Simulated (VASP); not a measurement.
# C in VASP: further runs

C is run at these levels: PBE+D3(BJ); tasks: single point.

Program: VASP 6.6.1. These are calculated values, not measurements. Logs are shortened: lines on timing, memory, paths and dates and some standing lists are left out, and cuts for length are marked.

### Step 1. The cell of the first run

The cell holds a slab with vacuum, 4 atoms: a = 2.466 Å, b = 2.466 Å, c = 17.500 Å, α = 90.00°, β = 90.00°, γ = 120.00°.

### Step 2. Single point, PBE+D3(BJ)

INCAR

```
PREC = Accurate
ENCUT = 520
EDIFF = 1E-6
ISMEAR = 0
SIGMA = 0.1
LREAL = F
LASPH = T
NELM = 60
ALGO = Normal
ISIF = 2
LWAVE = F
LCHARG = F
LDIPOL = T
IDIPOL = 3
DIPOL = 0.5 0.5 0.335
GGA = PE
IVDW = 12
NBANDS = 16
```

KPOINTS

```
Automatic mesh
0
Gamma
  15 15 1
```

POSCAR

```
C
1.0
    2.4656524409      0.0000000000      0.0000000000
   -1.2328262205      2.1353176508      0.0000000000
    0.0000000000      0.0000000000     17.5000663883
C
4
Direct
    0.6666666667      0.3333333333      0.2571437784
    0.3333333333      0.6666666667      0.2571418816
    0.6666666667      0.3333333333      0.4120022306
    0.3333333333      0.6666666667      0.4120003338
```

Potentials or basis: VASP PAW PBE potentials, release 64 (C).

Launch:

```bash
> cat potpaw_PBE.64/C/POTCAR > POTCAR
> mpirun -np 1 vasp_std > vasp.out
```

OUTCAR:

```text
PREC = Accurate
   ENCUT = 520
   EDIFF = 1E-6
   ISMEAR = 0
   LREAL = F
   LASPH = T
   NELM = 60
   ISIF = 2
   GGA = PE
   IVDW = 12
 IVDW          = 12

 ion  position               nearest neighbor table
   1  0.667  0.333  0.257-   2 1.42   2 1.42   2 1.42
   2  0.333  0.667  0.257-   1 1.42   1 1.42   1 1.42
   3  0.667  0.333  0.412-   4 1.42   4 1.42   4 1.42
   4  0.333  0.667  0.412-   3 1.42   3 1.42   3 1.42

  LATTYP: Found a hexagonal cell.
 ALAT       =     2.4656524409
 C/A-ratio  =     7.0975398227

  Lattice vectors:

 A1 = (   2.4656524409,   0.0000000000,   0.0000000000)
 A2 = (  -1.2328262205,   2.1353176508,   0.0000000000)
 A3 = (   0.0000000000,   0.0000000000,  17.5000663883)

Analysis of symmetry for initial positions (statically):
=====================================================================
 Subroutine PRICEL returns:
 Original cell was already a primitive cell.

 Routine SETGRP: Setting up the symmetry group for a
 hexagonal supercell.

 Subroutine GETGRP returns: Found 24 space group operations
 (whereof 12 operations were pure point group operations)
 out of a pool of 24 trial point group operations.

The static configuration has the point symmetry C_6v.
 The point group associated with its full space group is D_6h.

Analysis of symmetry for dynamics (positions and initial velocities):
=====================================================================
 Subroutine PRICEL returns:
 Original cell was already a primitive cell.

 Routine SETGRP: Setting up the symmetry group for a
 hexagonal supercell.

 Subroutine GETGRP returns: Found 24 space group operations
 (whereof 12 operations were pure point group operations)
 out of a pool of 24 trial point group operations.

The dynamic configuration has the point symmetry C_6v.
 The point group associated with its full space group is D_6h.

 Subroutine INISYM returns: Found 24 space group operations
 (whereof 12 operations are pure point group operations),
 and found     1 'primitive' translations

----------------------------------------------------------------------------------------

                                     Primitive cell

  volume of cell :      92.1370

  direct lattice vectors                    reciprocal lattice vectors
     2.465652441  0.000000000  0.000000000     0.405572166  0.234157199  0.000000000
    -1.232826221  2.135317651  0.000000000     0.000000000  0.468314398  0.000000000
     0.000000000  0.000000000 17.500066388     0.000000000  0.000000000  0.057142640

  length of vectors
     2.465652441  2.465652441 17.500066388     0.468314398  0.468314398  0.057142640

  position of ions in fractional coordinates (direct lattice)
     0.666666667  0.333333333  0.257143778
     0.333333333  0.666666667  0.257141882
     0.666666667  0.333333333  0.412002231
     0.333333333  0.666666667  0.412000334

  ion indices of the primitive-cell ions
   primitive index   ion index
                 1           1
                 2           2
                 3           3
                 4           4

----------------------------------------------------------------------------------------

 KPOINTS: Automatic mesh

Automatic generation of k-mesh.
 Grid dimensions read from file:
 generate k-points for:   15   15    1

 Generating k-lattice:

  Cartesian coordinates                     Fractional coordinates (reciprocal lattice)
     0.027038144  0.015610480  0.000000000     0.066666667  0.000000000  0.000000000
     0.000000000  0.031220960  0.000000000     0.000000000  0.066666667  0.000000000
     0.000000000  0.000000000  0.057142640     0.000000000  0.000000000  1.000000000

  Length of vectors
     0.031220960  0.031220960  0.057142640

  Shift w.r.t. Gamma in fractional coordinates (k-lattice)
     0.000000000  0.000000000  0.000000000

 Subroutine IBZKPT returns following result:
 ===========================================

 Found     27 irreducible k-points:

 Following reciprocal coordinates:
            Coordinates               Weight
  0.000000  0.000000  0.000000      1.000000
  0.066667  0.000000  0.000000      6.000000
  0.133333 -0.000000  0.000000      6.000000
  0.200000  0.000000  0.000000      6.000000
  0.266667 -0.000000  0.000000      6.000000
  0.333333  0.000000  0.000000      6.000000
[... 16 lines left out ...]
  0.333333  0.200000  0.000000     12.000000
  0.400000  0.200000  0.000000      6.000000
 [... further k-points ...]
   k-points           NKPTS =     27   k-points in BZ     NKDIM =     27   number of bands    NBANDS=     16
   number of dos      NEDOS =    301   number of ions     NIONS =      4
   total plane-waves  NPLWV =  45360
   dimension x,y,z NGX =    18 NGY =   18 NGZ =  140
   dimension x,y,z NGXF=    36 NGYF=   36 NGZF=  280
   ions per type =               4
   NGX,Y,Z   is equivalent  to a cutoff of  12.14, 12.14, 13.30 a.u.
   NGXF,Y,Z  is equivalent  to a cutoff of  24.27, 24.27, 26.60 a.u.
 SYSTEM =  unknown system
   PREC   = accura    normal or accurate (medium, high low for compatibility)
   ISTART =      0    job   : 0-new  1-cont  2-samecut
   ICHARG =      2    charge: 1-file 2-atom 10-const
   ISPIN  =      1    spin polarized calculation?
   LNONCOLLINEAR =      F non collinear calculations
   LSORBIT =      F    spin-orbit coupling
   LASPH  =      T    aspherical Exc in radial PAW
   ENCUT  =  520.0 eV  38.22 Ry    6.18 a.u.   4.58  4.58 32.54*2*pi/ulx,y,z
   NELM   =     60;   NELMIN=  2; NELMDL= -5     # of ELM steps
   EDIFF  = 0.1E-05   stopping-criterion for ELM
   LREAL  =      F    real-space projection
   EDIFFG = 0.1E-04   stopping-criterion for IOM
   NSW    =      0    number of steps for IOM
   IBRION =     -1    ionic relax: 0-MD 1-quasi-New 2-CG
   NFREE  =      0    steps in history (QN), initial steepest desc. (CG)
   ISIF   =      2    stress and relaxation
   ISYM   =      2    0-nonsym 1-usesym 2-fastsym
   POTIM  = 0.5000    time-step for ionic-motion
   TEBEG  =    0.0;   TEEND  =   0.0 temperature during run
   PSTRESS=    0.0 pullay stress
   NELECT =      16.0000    total number of electrons
   NUPDOWN=      -1.0000    fix difference up-down
   EMIN   =  10.00;   EMAX   =-10.00  energy-range for DOS
   EFERMI =   0.00;   METHOD = LEGACY
   ISMEAR =     0;   SIGMA  =   0.10  broadening in eV -4-tet -1-fermi 0-gaus
   EFERMI_NEDOS =   21; number of points for ismear=-14 and -15
   IALGO  =     38    algorithm
   IMIX   =      4    mixing-type and parameters
     AMIX     =   0.40;   BMIX     =  1.00
     AMIX_MAG =   1.60;   BMIX_MAG =  1.00
  volume/ion in A,a.u.               =      23.03       155.44
  Fermi-wavevector in a.u.,A,eV,Ry     =   0.913349  1.725980 11.350070  0.834207
  Thomas-Fermi vector in A             =   2.037850
   LORBIT       =      0    0 simple, 1 ext, 2 COOP (PROOUT), +10 PAW based schemes
   GGA     = PE    functional components
   LHFCALC =     F    Hartree Fock is set to
   AEXX    =    0.0000 exact exchange contribution
   IVDW    =    12    specifies the selected vdW correction
   LEPSILON=     F    determine dielectric tensor
   LRPA    =     F    only Hartree local field effects (RPA)
 non-spin polarized calculation
 Gauss-broadening in eV      SIGMA  =   0.10
  energy-cutoff  :      520.00
  volume of cell :       92.14
 maximum number of plane-waves:      2516
   NGX =  9   NGY =  9   NGZ = 65

 dipolmoment           0.000000      0.000000      0.000125 electrons x Angstroem

 number of electron      15.9999996 magnetization

 dipolmoment           0.000000      0.000000     -0.000131 electrons x Angstroem

 Free energy of the ion-electron system (eV)
  ---------------------------------------------------
  ext. energy  EPLUGINS =         0.00000000
  ---------------------------------------------------
  free energy    TOTEN  =       -36.40360747 eV

  energy without entropy =      -36.39840851  energy(sigma->0) =      -36.40100799

 E-fermi :  -0.9269     XC(G=0):  -4.2824

 val. band max:       -0.9651797115   @ k =   0.3333   0.2667   0.0000
 cond. band min:      -0.8885744744   @ k =   0.3333   0.2667   0.0000
 fundamental gap:      0.0766052371
 Fermi energy:        -0.9268845507

 k-point     1 :       0.0000    0.0000    0.0000
  band No.  band energies     occupation
      1     -20.8397      2.00000
      2     -20.1650      2.00000
      3      -9.7188      2.00000
      4      -7.2168      2.00000
      5      -4.0407      2.00000
      6      -4.0407      2.00000
[... 8 lines left out ...]
     15       7.2241      0.00000
     16       7.5023      0.00000

 k-point     2 :       0.0667    0.0000    0.0000
  band No.  band energies     occupation
      1     -20.7328      2.00000
      2     -20.0612      2.00000
      3      -9.5919      2.00000
      4      -7.0954      2.00000
      5      -4.4770      2.00000
      6      -4.3218      2.00000
[... 8 lines left out ...]
     15       7.5652      0.00000
     16       7.6786      0.00000

 k-point     3 :       0.1333   -0.0000    0.0000
  band No.  band energies     occupation
      1     -20.4129      2.00000
      2     -19.7507      2.00000
      3      -9.2131      2.00000
      4      -6.7338      2.00000
      5      -5.6331      2.00000
      6      -5.4300      2.00000
[... 8 lines left out ...]
     15       7.6207      0.00000
     16       8.4149      0.00000
[... 362 lines left out ...]
 k-point    23 :       0.3333    0.2000    0.0000
  band No.  band energies     occupation
      1     -15.8354      2.00000
      2     -15.2981      2.00000
      3     -12.8221      2.00000
      4     -12.3906      2.00000
      5      -9.8076      2.00000
      6      -9.5121      2.00000
[... 8 lines left out ...]
     15      10.3610      0.00000
     16      11.0795      0.00000

 k-point    24 :       0.4000    0.2000    0.0000
  band No.  band energies     occupation
      1     -14.9032      2.00000
      2     -14.3744      2.00000
      3     -13.8657      2.00000
      4     -13.4220      2.00000
      5      -9.9422      2.00000
      6      -9.6432      2.00000
[... 8 lines left out ...]
     15      11.2548      0.00000
     16      11.5561      0.00000

 [... further k-points ...]

------------------------ aborting loop because EDIFF is reached ----------------------------------------

 vacuum level on the upper side and lower side of the slab       (xc-potential included)        -0.170        -0.170

 Edisp (eV)   -0.54477

 E8    (eV) :    -0.1665

  FORCE on cell =-STRESS in cart. coord.  units (eV):
  Direction    XX          YY          ZZ          XY          YZ          ZX
  --------------------------------------------------------------------------------------
  -------------------------------------------------------------------------------------
  Total      -0.24359    -0.24359     3.92329     0.00000     0.00000     0.00000
  in kB      -4.23583    -4.23583    68.22235     0.00000     0.00000     0.00000
  external pressure =       19.92 kB  Pullay stress =        0.00 kB

 VOLUME and BASIS-vectors are now :
 -----------------------------------------------------------------------------
  energy-cutoff  :      520.00
  volume of cell :       92.14
      direct lattice vectors                 reciprocal lattice vectors
     2.465652441  0.000000000  0.000000000     0.405572166  0.234157199  0.000000000
    -1.232826221  2.135317651  0.000000000     0.000000000  0.468314398  0.000000000
     0.000000000  0.000000000 17.500066388     0.000000000  0.000000000  0.057142640

 POSITION                                       TOTAL-FORCE (eV/Angst)
 -----------------------------------------------------------------------------------
      1.23283      0.71177      4.50003        -0.000000      0.000000     -0.728453
     -0.00000      1.42355      4.50000        -0.000000     -0.000000     -0.728453
      1.23283      0.71177      7.21007         0.000000      0.000000      0.728453
     -0.00000      1.42355      7.21003        -0.000000     -0.000000      0.728453
 -----------------------------------------------------------------------------------
    total drift:                                0.000000      0.000000     -0.029710

  FREE ENERGIE OF THE ION-ELECTRON SYSTEM (eV)
  ---------------------------------------------------
  free  energy   TOTEN  =       -36.9483762705 eV

  energy  without entropy=      -36.9431773163  energy(sigma->0) =      -36.94577679

 vacuum level on the upper side and lower side of the slab         3.407         3.409
```

Wall time 51 s (1 thread of Intel Xeon Platinum 8259CL at 2.50GHz (Skylake/Cascade Lake), shared host); peak memory 0.2 GiB.

Results:

| Property | Result |
| --- | --- |
| Free energy | -36.9484 eV |
| Largest force | 0.728 eV/Å |
| Band gap on the k mesh | 0.08 eV, direct |
| Dispersion energy per atom | -0.136 eV |

Forces on the atoms (eV/Å):
```
C    0.000  0.000 -0.728
C    0.000  0.000 -0.728
C    0.000  0.000  0.728
C    0.000  0.000  0.728
```

### Step 3. Single point, PBE+D3(BJ)

INCAR

```
PREC = Accurate
ENCUT = 520
EDIFF = 1E-7
ISMEAR = 0
SIGMA = 0.1
LREAL = False
LASPH = True
NELM = 100
ALGO = Normal
ISIF = 2
LWAVE = False
LCHARG = True
LDIPOL = True
IDIPOL = 3
DIPOL = 0.5 0.5 0.349
GGA = PE
IVDW = 12
LELF = True
LVHAR = True
LVACPOTAV = True
NBANDS = 16
```

KPOINTS

```
regular mesh
0
Gamma
  15 15 1
```

Edit POSCAR of step 2 so:

```diff
@@ -10,3 +10,3 @@
     0.3333333333      0.6666666667      0.2571418816
-    0.6666666667      0.3333333333      0.4120022306
-    0.3333333333      0.6666666667      0.4120003338
+    0.6666666667      0.3333333333      0.4417164036
+    0.3333333333      0.6666666667      0.4417145068
```

Potentials or basis: VASP PAW PBE potentials, release 64 (C).

Launch:

```bash
> cat potpaw_PBE.64/C/POTCAR > POTCAR
> mpirun -np 1 vasp_std > vasp.out
```

Run time: 55 s. Hardware: 1 thread of Intel Xeon Platinum 8259CL at 2.50GHz (Skylake/Cascade Lake), shared host; peak memory 0.21 GiB.

Results (log left out):

- Free energy: -37.3121 eV
- Largest force: 0.100 eV/Å
- Band gap on the k mesh: 0.84 eV, direct
- Dispersion energy per atom: -0.123 eV

Forces on the atoms (eV/Å):
```
C    0.000  0.000 -0.100
C    0.000  0.000 -0.100
C    0.000  0.000  0.100
C    0.000  0.000  0.100
```

Levels at points of the mesh, in eV from the valence-band top:
```
           k point  band 6  band 7  band 8  band 9  band 10  band 11
(0.00, 0.00, 0.00)   -2.62   -2.60   -2.60    3.88     4.32     5.24
```

### Step 4. Single point, PBE+D3(BJ)

INCAR

```
SYSTEM = C
  ALGO = Normal
  DIPOL = 0.5 0.5 0.369
  EDIFF = 1E-7
  ENCUT = 520
  GGA = PE
  IDIPOL = 3
  ISIF = 2
  ISMEAR = 0
  IVDW = 12
  LASPH = .TRUE.
  LCHARG = .TRUE.
  LDIPOL = .TRUE.
  LELF = .TRUE.
  LREAL = .FALSE.
  LVACPOTAV = .TRUE.
  LVHAR = .TRUE.
  LWAVE = .FALSE.
  NBANDS = 16
  NELM = 80
  PREC = Accurate
  SIGMA = 0.1
```

KPOINTS

```
k-points
0
G
  15 15 1
  0 0 0
```

Edit POSCAR of step 3 so:

```diff
@@ -10,3 +10,3 @@
     0.3333333333      0.6666666667      0.2571418816
-    0.6666666667      0.3333333333      0.4417164036
-    0.3333333333      0.6666666667      0.4417145068
+    0.6666666667      0.3333333333      0.4805733991
+    0.3333333333      0.6666666667      0.4805715023
```

Launch:

```bash
> cat potpaw_PBE.64/C/POTCAR > POTCAR
> mpirun -np 1 vasp_std > vasp.out
```

Wall time 53 s (1 thread of Intel Xeon Platinum 8259CL at 2.50GHz (Skylake/Cascade Lake), shared host); peak memory 0.21 GiB.

Results (log left out):

* Free energy: -37.3290 eV
* Largest force: 0.023 eV/Å
* Band gap on the k mesh: 0.25 eV, direct
* Dispersion energy per atom: -0.108 eV

Forces on the atoms (eV/Å):
```
C    0.000  0.000  0.023
C    0.000  0.000  0.023
C    0.000  0.000 -0.023
C    0.000  0.000 -0.023
```

Levels at points of the mesh, in eV from the valence-band top:
| k point | band 5 | band 6 | band 7 | band 8 | band 9 | band 10 | band 11 | band 12 |
| --- | --- | --- | --- | --- | --- | --- | --- | --- |
| (0.00, 0.00, 0.00) | -2.92 | -2.92 | -2.92 | -2.92 | 3.40 | 3.93 | 4.74 | 6.10 |

(Continued in part 2 of 2.)
